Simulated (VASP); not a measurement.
**Bi2Te2O3: relaxation of cell and atoms with PBE**

Bi2Te2O3:

```
CELL_PARAMETERS angstrom
2.84243 1.64108 4.87047
-2.84243 1.64108 4.87047
0.00000 -3.28216 4.87047
ATOMIC_POSITIONS crystal
Bi 0.00000 0.00000 0.00000
Bi 0.50000 0.50000 0.50000
Te 0.72100 0.72100 0.72100
Te 0.27900 0.27900 0.27900
O 0.00000 0.00000 0.50000
O 0.00000 0.50000 0.00000
O 0.50000 0.00000 0.00000
```

The cell was generated, and may not be a known phase.

```yaml
Program: VASP 6.6.1
Task: relaxation of cell and atoms
Functional: PBE
Potentials_or_basis: VASP PAW PBE potentials, release 64 (Bi_d, Te, O)
Cutoff: 600 eV
k_mesh: 3 × 3 × 3
Occupations: gaussian, width 0.15 eV
Spin: no spin polarisation
Dipole_correction: no
Further_INCAR_settings: ALGO = Normal; EDIFF = 1e-07; IBRION = 2; EDIFFG = -0.08; NSW = 36; ISIF = 3
```

```yaml
Relaxed_volume: 18.52 Å³/atom
Relaxed_cell: a = 5.858 Å, b = 5.858 Å, c = 5.858 Å, α = 56.19°, β = 56.19°, γ = 56.19°
Space_group_after_relaxing_to_0.1_Å: R-3m (No. 166)
Energy_gained_by_relaxing: 20.4 meV/atom
Ionic_steps: 5
Pressure_after_relaxing: 0.4 GPa
Largest_force_after_relaxing: 0.048 eV/Å
Band_gap_on_the_k_mesh: zero (bands 30 and 31 overlap by 0.83 eV)
```

Forces in eV/Å, atoms in the order of the input:
```
Bi   0.000  0.000  0.000
Bi   0.000  0.000  0.000
Te   0.000  0.000  0.048
Te   0.000  0.000 -0.048
O    0.000  0.000  0.000
O    0.000  0.000  0.000
O    0.000  0.000  0.000
```

Stress tensor (GPa, compression positive):
```
0.47 0.00 0.00
0.00 0.47 0.00
0.00 0.00 0.19
```

Step by step:
```
step  energy change (eV)  largest force (eV/Å)  pressure (GPa)  volume (Å³)
   1              0.0000                0.7260           -4.35       136.31
   2             -0.0729                0.1219            3.30       126.16
   3             -0.1104                0.2228            0.20       129.73
   4             -0.1243                0.1812            0.20       129.72
   5             -0.1428                0.0478            0.38       129.64
```

Final structure:
```cif
data_structure
_symmetry_space_group_name_H-M 'P 1'
_symmetry_Int_Tables_number 1
_cell_length_a 5.8584
_cell_length_b 5.8584
_cell_length_c 5.8584
_cell_angle_alpha 56.191
_cell_angle_beta 56.191
_cell_angle_gamma 56.191
_cell_volume 129.64
loop_
_atom_site_label
_atom_site_type_symbol
_atom_site_fract_x
_atom_site_fract_y
_atom_site_fract_z
_atom_site_occupancy
Bi1 Bi 0.00000 0.00000 0.00000 1
Bi2 Bi 0.50000 0.50000 0.50000 1
Te1 Te 0.72568 0.72568 0.72568 1
Te2 Te 0.27432 0.27432 0.27432 1
O1 O 0.00000 0.00000 0.50000 1
O2 O 0.00000 0.50000 0.00000 1
O3 O 0.50000 0.00000 0.00000 1
```

Levels at points of the mesh, in eV from the Fermi level:
```
           k point  band 27  band 28  band 29  band 30  band 31  band 32  band 33  band 34
(0.00, 0.00, 0.00)    -2.05    -2.05    -0.45    -0.45    -0.40    -0.27     2.79     2.79
```

Run time: 5.6 min on 1 thread of Intel(R) Xeon(R) Platinum 8259CL CPU @ 2.50GHz (Skylake/Cascade Lake) (shared host), peak memory 0.35 GiB.

Caveat: the k points lie up to 0.46 Å⁻¹ apart in the final cell, too coarse for converged energies and pressures of a metal; spin-orbit coupling is left out, which moves the levels of the heavy elements; the relaxation stopped at a loose force limit of 0.08 eV/Å, so its end isn't a converged minimum.
